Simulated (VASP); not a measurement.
Sr3Mg, 4 atoms in the cell. It takes space group P-6m2 (No. 187, hexagonal). Conventional cell: a = 4.208 Å, b = 4.208 Å, c = 12.373 Å, α = 90.00°, β = 90.00°, γ = 120.00°. Sr (site symmetry -6m2) has 12 Sr at 4.21 to 4.28 Å within 5.5 Å. Within 4.7 Å of Sr (site symmetry 3m) lie 3 Mg at 3.61 Å and 9 Sr at 4.21 to 4.28 Å. Within 4.7 Å of Mg (site symmetry -6m2) lie 6 Sr at 3.61 Å and 6 Mg at 4.21 Å. 

- Program: VASP 6.6.1
- Task: single point
- Functional: LDA
- Potentials or basis: VASP PAW LDA potentials, release 64 (Sr_sv, Mg)
- Cutoff: 520 eV
- k mesh: 7 × 7 × 2
- Occupations: fermi-dirac, width 0.15 eV
- Spin: no spin polarisation
- Dipole correction: no
- Further INCAR settings: ALGO = Normal; EDIFF = 1e-07; NBANDS = 24

Potentials or basis: VASP PAW LDA potentials, release 64 (Sr_sv, Mg).

Run with:

```console
$ cat potpaw_LDA.64/Sr_sv/POTCAR potpaw_LDA.64/Mg/POTCAR > POTCAR
$ mpirun -np 1 vasp_std > vasp.out
```

Hardware: 1 thread of Intel(R) Xeon(R) Platinum 8488C (Sapphire Rapids), on a shared host.

Q: Estimate the wall time of this run.

A: It took 52 s on 1 thread of Intel(R) Xeon(R) Platinum 8488C (Sapphire Rapids) (shared host), peak memory 0.27 GiB. Counts: scf iterations 13, k points 16.
